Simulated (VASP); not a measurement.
# Ag (Fm-3m) in VASP: notebook

The runs below take Ag through relaxation of cell and atoms, with LDA.

Program: VASP 6.6.1. These are calculated values, not measurements. Logs are shortened: lines on timing, memory, paths and dates and some standing lists are left out, and cuts for length are marked.

## (1) The cell of the first run

Symmetry: Fm-3m, No. 225, cubic system. The conventional cell has a = 3.383 Å, b = 3.383 Å, c = 3.383 Å, α = 90.00°, β = 90.00°, γ = 90.00°. Within 3.2 Å of Ag (site symmetry m-3m) lie 12 Ag at 2.39 Å.

## (2) Relaxation of cell and atoms, LDA, target pressure 280 GPa, at which the enthalpy is minimised

INCAR

```
PREC = Accurate
ENCUT = 500
EDIFF = 1E-7
ISMEAR = -1
SIGMA = 0.05
LREAL = False
LASPH = True
NELM = 120
ALGO = Normal
ISIF = 3
LWAVE = False
LCHARG = False
GGA = CA
IBRION = 2
NSW = 60
EDIFFG = -0.005
PSTRESS = 2800.0
GGA_COMPAT = False
NELMIN = 4
```

KPOINTS

```
regular mesh
0
Gamma
  19 19 19
```

POSCAR

```
Ag
1.0
    0.0000000000      1.6912561416      1.6912561416
    1.6912561416      0.0000000000      1.6912561416
    1.6912561416      1.6912561416      0.0000000000
Ag
1
Direct
    0.0000000000      0.0000000000      0.0000000000
```

Potentials or basis: VASP PAW LDA potentials, release 64 (Ag).

The run is started by

```bash
$ cat potpaw_LDA.64/Ag/POTCAR > POTCAR
$ mpirun -np 1 vasp_std > vasp.out
```

OUTCAR:

```text
PREC = Accurate
   ENCUT = 500
   EDIFF = 1E-7
   ISMEAR = -1
   LREAL = False
   LASPH = True
   NELM = 120
   ISIF = 3
   GGA = CA
   IBRION = 2
   NSW = 60
   EDIFFG = -0.005
   PSTRESS = 2800.0
   NELMIN = 4

 ion  position               nearest neighbor table
   1  0.000  0.000  0.000-

  LATTYP: Found a face centered cubic cell.
 ALAT       =     3.3825122832

  Lattice vectors:

 A1 = (   0.0000000000,   1.6912561416,   1.6912561416)
 A2 = (   1.6912561416,   0.0000000000,   1.6912561416)
 A3 = (   1.6912561416,   1.6912561416,   0.0000000000)

Analysis of symmetry for initial positions (statically):
=====================================================================
 Subroutine PRICEL returns:
 Original cell was already a primitive cell.

 Routine SETGRP: Setting up the symmetry group for a
 face centered cubic supercell.

 Subroutine GETGRP returns: Found 48 space group operations
 (whereof 48 operations were pure point group operations)
 out of a pool of 48 trial point group operations.

The static configuration has the point symmetry O_h .

Analysis of symmetry for dynamics (positions and initial velocities):
=====================================================================
 Subroutine PRICEL returns:
 Original cell was already a primitive cell.

 Routine SETGRP: Setting up the symmetry group for a
 face centered cubic supercell.

 Subroutine GETGRP returns: Found 48 space group operations
 (whereof 48 operations were pure point group operations)
 out of a pool of 48 trial point group operations.

The dynamic configuration has the point symmetry O_h .

 Subroutine INISYM returns: Found 48 space group operations
 (whereof 48 operations are pure point group operations),
 and found     1 'primitive' translations

----------------------------------------------------------------------------------------

                                     Primitive cell

  volume of cell :       9.6752

  direct lattice vectors                    reciprocal lattice vectors
     0.000000000  1.691256142  1.691256142    -0.295638246  0.295638246  0.295638246
     1.691256142  0.000000000  1.691256142     0.295638246 -0.295638246  0.295638246
[... 88 lines left out ...]
   NFREE  =      1    steps in history (QN), initial steepest desc. (CG)
   ISIF   =      3    stress and relaxation
   ISYM   =      2    0-nonsym 1-usesym 2-fastsym
   POTIM  = 0.5000    time-step for ionic-motion
   TEBEG  =    0.0;   TEEND  =   0.0 temperature during run
   PSTRESS= 2800.0 pullay stress
   NELECT =      11.0000    total number of electrons
   NUPDOWN=      -1.0000    fix difference up-down
   EMIN   =  10.00;   EMAX   =-10.00  energy-range for DOS
   EFERMI =   0.00;   METHOD = LEGACY
   ISMEAR =    -1;   SIGMA  =   0.05  broadening in eV -4-tet -1-fermi 0-gaus
   EFERMI_NEDOS =   21; number of points for ismear=-14 and -15
   IALGO  =     38    algorithm
   IMIX   =      4    mixing-type and parameters
     AMIX     =   0.40;   BMIX     =  1.00
     AMIX_MAG =   1.60;   BMIX_MAG =  1.00
  volume/ion in A,a.u.               =       9.68        65.29
  Fermi-wavevector in a.u.,A,eV,Ry     =   1.708650  3.228880 39.721984  2.919483
  Thomas-Fermi vector in A             =   2.787279
   LORBIT       =      0    0 simple, 1 ext, 2 COOP (PROOUT), +10 PAW based schemes
   GGA     = CA    functional components
   LHFCALC =     F    Hartree Fock is set to
   AEXX    =    0.0000 exact exchange contribution
   IVDW    =     0    specifies the selected vdW correction
   LEPSILON=     F    determine dielectric tensor
   LRPA    =     F    only Hartree local field effects (RPA)
 conjugate gradient relaxation of ions
 non-spin polarized calculation
  energy-cutoff  :      500.00
  volume of cell :        9.68
 maximum number of plane-waves:       262
 NGX is ok and might be reduce to    18
   NGX =  9   NGY =  9   NGZ =  9

--------------------------------------- Ionic step        1  -------------------------------------------

 number of electron      10.9999995 magnetization

 Free energy of the ion-electron system (eV)
  ---------------------------------------------------
  ext. energy  EPLUGINS =         0.00000000
  ---------------------------------------------------
  free energy    TOTEN  =        -0.51858930 eV

  energy without entropy =       -0.51692296  energy(sigma->0) =       -0.51775613

------------------------ aborting loop because EDIFF is reached ----------------------------------------

  FORCE on cell =-STRESS in cart. coord.  units (eV):
  Direction    XX          YY          ZZ          XY          YZ          ZX
  --------------------------------------------------------------------------------------
  -------------------------------------------------------------------------------------
  Total       16.8873509     16.8873509     16.8873509      0.0000000      0.0000000     -0.0000000
  in kB     2796.4943997   2796.4943997   2796.4943997      0.0000000      0.0000000     -0.0000000
  external PRESSURE =      -3.5056003 kB  Pullay stress =    2800.0000000 kB
[... 61 lines left out ...]
--------------------------------------- Ionic step        3  -------------------------------------------

 number of electron      10.9999995 magnetization

 Free energy of the ion-electron system (eV)
  ---------------------------------------------------
  ext. energy  EPLUGINS =         0.00000000
  ---------------------------------------------------
  free energy    TOTEN  =        -0.51418052 eV

  energy without entropy =       -0.51251421  energy(sigma->0) =       -0.51334736

 E-fermi :  19.9589     XC(G=0): -16.2227

 val. band max:       19.9514230415   @ k =  -0.3684   0.1579   0.0526
 cond. band min:      20.1373600992   @ k =  -0.3684   0.1579   0.0000
 fundamental gap:      0.1859370577
 Fermi energy:        19.9589080882

 k-point     1 :       0.0000    0.0000    0.0000
  band No.  band energies     occupation
      1       6.2777      2.00000
      2      11.2356      2.00000
      3      11.2356      2.00000
      4      11.2356      2.00000
      5      14.0117      2.00000
      6      14.0117      2.00000
      7      34.7538      0.00000
      8      41.9174      0.00000
      9      41.9174      0.00000
[... 265 lines left out ...]
 k-point    24 :      -0.2632    0.0526    0.0000
  band No.  band energies     occupation
      1       8.2437      2.00000
      2      11.5323      2.00000
      3      11.7129      2.00000
      4      11.9954      2.00000
      5      14.1123      2.00000
      6      15.1176      2.00000
      7      33.7490      0.00000
      8      37.0475      0.00000
      9      44.9145      0.00000

 [... further k-points ...]
[... 5 lines left out ...]
  --------------------------------------------------------------------------------------
  -------------------------------------------------------------------------------------
  Total       16.9064572     16.9064572     16.9064572     -0.0000000      0.0000000      0.0000000
  in kB     2800.3889385   2800.3889385   2800.3889385     -0.0000000      0.0000000      0.0000000
  external PRESSURE =       0.3889385 kB  Pullay stress =    2800.0000000 kB
[... 20 lines left out ...]
  energy  without entropy=       -0.5125142056  energy(sigma->0) =       -0.51334736

  enthalpy is  TOTEN    =        16.3899285707 eV   P V=       16.9041090940

 reached required accuracy - stopping structural energy minimisation
```

CONTCAR:

```text
Ag
   1.00000000000000
     0.0000000000000000    1.6911090515670864    1.6911090515670864
     1.6911090515670864    0.0000000000000000    1.6911090515670864
     1.6911090515670864    1.6911090515670864   -0.0000000000000000
  Ag
     1
Direct
     0.0000000000000000    0.0000000000000000    0.0000000000000000

  0.00000000E+00  0.00000000E+00  0.00000000E+00
```

It took 19 s on 1 thread of Intel Xeon Platinum 8488C (Sapphire Rapids), shared host; peak memory 0.13 GiB.

Results:

```
Free energy                                                : -0.5142 eV
Relaxed volume                                             : 9.67 Å³/atom
Relaxed cell                                               : a = 2.392 Å, b = 2.392 Å, c = 2.392 Å, α = 60.00°, β = 60.00°, γ = 60.00°
Space group after relaxing (to 0.1 Å)                      : Fm-3m (No. 225)
Energy change on relaxing (the run minimises the enthalpy) : +4.4 meV/atom
Ionic steps                                                : 3
Pressure after relaxing                                    : 280.0 GPa
Band gap on the k mesh                                     : zero (an odd number of electrons rules out a gap without spin polarisation)
```

Step by step:
| step | energy change (eV) | largest force (eV/Å) | pressure (GPa) | volume (Å³) |
| --- | --- | --- | --- | --- |
| 1 | 0.0000 | 0.0000 | 279.65 | 9.68 |
| 2 | 0.0521 | 0.0000 | 283.64 | 9.65 |
| 3 | 0.0044 | 0.0000 | 280.04 | 9.67 |

Final structure:
```xyz
1
Lattice="0.0000 1.6911 1.6911 1.6911 0.0000 1.6911 1.6911 1.6911 0.0000" Properties=species:S:1:pos:R:3 pbc="T T T"
Ag    0.0000    0.0000    0.0000
```

Levels at points of the mesh, in eV from the Fermi level:
```csv
k point,band 4,band 5,band 6,band 7,band 8,band 9
"(0.00, 0.00, 0.00)",-8.72,-5.95,-5.95,14.79,21.96,21.96
```

Caveat: the cell is relaxed towards a set pressure, so the run minimises the enthalpy, not the energy.

## (3) Relaxation of cell and atoms, LDA, target pressure 280 GPa, at which the enthalpy is minimised

INCAR

```
  ALGO = Normal
  EDIFF = 1E-7
  EDIFFG = -0.005
  ENCUT = 500
  GGA_COMPAT = F
  IBRION = 2
  ISIF = 3
  ISMEAR = -1
  LASPH = T
  LCHARG = F
  LREAL = F
  LWAVE = F
  NELM = 120
  NELMIN = 4
  NSW = 32
  PREC = Accurate
  PSTRESS = 2800.0
  SIGMA = 0.05
```

KPOINTS

```
k-points
0
Gamma
  19 19 19
```

POSCAR

```
Ag
1.0
    0.0000000000      1.6901283322      1.6901283322
    1.6901283322      0.0000000000      1.6901283322
    1.6901283322      1.6901283322      0.0000000000
Ag
1
Direct
    0.0000000000      0.0000000000      0.0000000000
```

Potentials or basis: VASP PAW LDA potentials, release 64 (Ag).

The run is started by

```bash
$ cat potpaw_LDA.64/Ag/POTCAR > POTCAR
$ mpirun -np 1 vasp_std > vasp.out
```

It took 22 s on 1 thread of Intel Xeon Platinum 8488C (Sapphire Rapids), shared host; peak memory 0.14 GiB.

Results (log left out):

* Free energy: -0.5144 eV
* Relaxed volume: 9.67 Å³/atom
* Relaxed cell: a = 2.392 Å, b = 2.392 Å, c = 2.392 Å, α = 60.00°, β = 60.00°, γ = 60.00°
* Space group after relaxing (to 0.1 Å): Fm-3m (No. 225)
* Energy change on relaxing (the run minimises the enthalpy): -29.8 meV/atom
* Ionic steps: 3
* Pressure after relaxing: 280.0 GPa
* Band gap on the k mesh: zero (an odd number of electrons rules out a gap without spin polarisation)

The path:
```csv
step,energy change (eV),largest force (eV/Å),pressure (GPa),volume (Å³)
1,0.0000,0.0000,282.26,9.66
2,-0.3219,0.0000,257.56,9.85
3,-0.0298,0.0000,279.99,9.67
```

Final structure:
```
Ag
1.0
     0.00000    1.69112    1.69112
     1.69112    0.00000    1.69112
     1.69112    1.69112    0.00000
Ag
1
Direct
  0.00000 0.00000 0.00000
```

Levels at points of the mesh, in eV from the Fermi level:
| k point | band 4 | band 5 | band 6 | band 7 | band 8 | band 9 |
| --- | --- | --- | --- | --- | --- | --- |
| (0.00, 0.00, 0.00) | -8.72 | -5.95 | -5.95 | 14.80 | 21.96 | 21.96 |

Caveat: the cell is relaxed towards a set pressure, so the run minimises the enthalpy, not the energy.

## (4) Relaxation of cell and atoms, LDA

This run uses another cell than the first one, of 15.99 Å³/atom.

INCAR

```
SYSTEM = Ag
ALGO     = Normal         ! electronic algorithm
EDIFF    = 1E-7           ! SCF threshold, eV
EDIFFG   = -0.005         ! ionic threshold
ENCUT    = 500            ! plane-wave cutoff, eV
GGA      = CA             ! functional
GGA_COMPAT= .False.      
IBRION   = 2              ! ionic algorithm
ISIF     = 3              ! what is computed and relaxed
ISMEAR   = -1             ! smearing method
LASPH    = .True.         ! aspherical terms in the spheres
LCHARG   = .False.        ! write CHGCAR
LREAL    = .False.        ! projectors in reciprocal space
LWAVE    = .False.        ! write WAVECAR
NELM     = 120            ! most SCF steps
NELMIN   = 4            
NSW      = 60             ! ionic steps
PREC     = Accurate       ! precision mode
SIGMA    = 0.05           ! smearing width, eV
```

KPOINTS

```
k-points
0
Gamma
  17 17 17
  0 0 0
```

POSCAR

```
Ag
1.0
    0.0000000000      1.9996666111      1.9996666111
    1.9996666111      0.0000000000      1.9996666111
    1.9996666111      1.9996666111      0.0000000000
Ag
1
Direct
    0.0000000000      0.0000000000      0.0000000000
```

The run is started by

```bash
$ cat potpaw_LDA.64/Ag/POTCAR > POTCAR
$ mpirun -np 1 vasp_std > vasp.out
```

Run time: 18 s. Hardware: 1 thread of Intel Xeon Platinum 8488C (Sapphire Rapids), shared host; peak memory 0.15 GiB.

It converged, with:

* Free energy: -3.7803 eV
* Relaxed volume: 16.02 Å³/atom
* Relaxed cell: a = 2.830 Å, b = 2.830 Å, c = 2.830 Å, α = 60.00°, β = 60.00°, γ = 60.00°
* Space group after relaxing (to 0.1 Å): Fm-3m (No. 225)
* Energy gained by relaxing: 0.0 meV/atom
* Ionic steps: 3
* Pressure after relaxing: 0.0 GPa
* Band gap on the k mesh: zero (an odd number of electrons rules out a gap without spin polarisation)

Final structure:
```xyz
1
Lattice="0.0000 2.0008 2.0008 2.0008 0.0000 2.0008 2.0008 2.0008 0.0000" Properties=species:S:1:pos:R:3 pbc="T T T"
Ag    0.0000    0.0000    0.0000
```

Levels at points of the mesh, in eV from the Fermi level:
| k point | band 4 | band 5 | band 6 | band 7 | band 8 | band 9 |
| --- | --- | --- | --- | --- | --- | --- |
| (0.00, 0.00, 0.00) | -5.13 | -3.95 | -3.95 | 16.02 | 19.90 | 19.90 |

## (5) Overview

```tsv
cell	k mesh	gap on the mesh (eV)	pressure (GPa)
relaxed to 280 GPa from a = 2.392 Å, angles 60.0°, 1 atom	19 × 19 × 19	none	280.0
relaxed to 280 GPa from a = 2.390 Å, angles 60.0°, 1 atom	19 × 19 × 19	none	280.0
relaxed from a = 2.828 Å, angles 60.0°, 1 atom	17 × 17 × 17	none	0.0
```

Alike in all rows: task relaxation of cell and atoms; level LDA; potentials or basis VASP PAW LDA potentials, release 64 (Ag); no spin polarisation; cutoff (eV) 500; smearing fermi-dirac 0.05 eV.

Caveats: the cell is relaxed towards a set pressure, so the run minimises the enthalpy, not the energy (at least some runs).

Absolute energies hang on the potentials; compare differences alone.

The gap in the log of VASP goes by the Fermi energy; the results here count the filled bands.